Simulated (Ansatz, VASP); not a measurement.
# Cs2ScRuC6N6: VASP beside Ansatz

```
Cs Sc Ru C N
1.0
     0.00148    5.40652    5.40528
     5.43601   -0.03029    5.43728
     5.39831    5.40129    0.00672
Cs Sc Ru C N
2 1 1 6 6
Direct
  0.24714 0.25579 0.24661
  0.74935 0.74789 0.74997
  0.50025 0.49977 0.50024
  0.00019 0.99978 0.00024
  0.81399 0.18532 0.18673
  0.18615 0.81367 0.18633
  0.18616 0.18584 0.81452
  0.18639 0.81427 0.81371
  0.81428 0.18586 0.81425
  0.81426 0.81374 0.18583
  0.70493 0.29538 0.29501
  0.29538 0.70337 0.29536
  0.29428 0.29599 0.70566
  0.29575 0.70390 0.70574
  0.70492 0.29626 0.70534
  0.70656 0.70315 0.29447
```

Change from the starting cell: cell x1, atoms moved at random (sigma 0.05 Å) and cell strained at random (1.5 %), then relaxed without symmetry.

Alike in both runs: functional PBE; k mesh 4 × 4 × 4; occupations gaussian, width 0.2 eV; no spin polarisation.

Ansatz relaxed the structure, and its values are those at the end. VASP's run is a single point on that final structure, the one shown.

```csv
,VASP,Ansatz
version,VASP 6.6.1,Ansatz 0.2.0
potentials or method,"VASP PAW PBE potentials, release 64 (Cs_sv, Sc_sv, Ru_pv, C, N), cutoff 520 eV","scalar-relativistic, plane waves, PAW"
valence electrons in the cell,97,99
```

|  | VASP | Ansatz | Ansatz less VASP |
| --- | --- | --- | --- |
| gap on the k mesh at the Fermi level (eV) | none | none | - |
| pressure (GPa) | 0.3 | -0.1 | -0.33 |
| rms of the force components (eV/Å) | 0.162 | 0.005 | -0.1567 |

A gap of «none» marks a metal or a gap that the smearing closes. One of these differences is far larger than is usual between the two programs; its cause wasn't traced. VASP's potentials hold 97 valence electrons a cell and Ansatz's 99, so a difference there can come from the potentials and not from the codes.

Neither program's run includes spin-orbit coupling. Noted on VASP's run: the standard files for N, O and F lose accuracy on very short bonds.
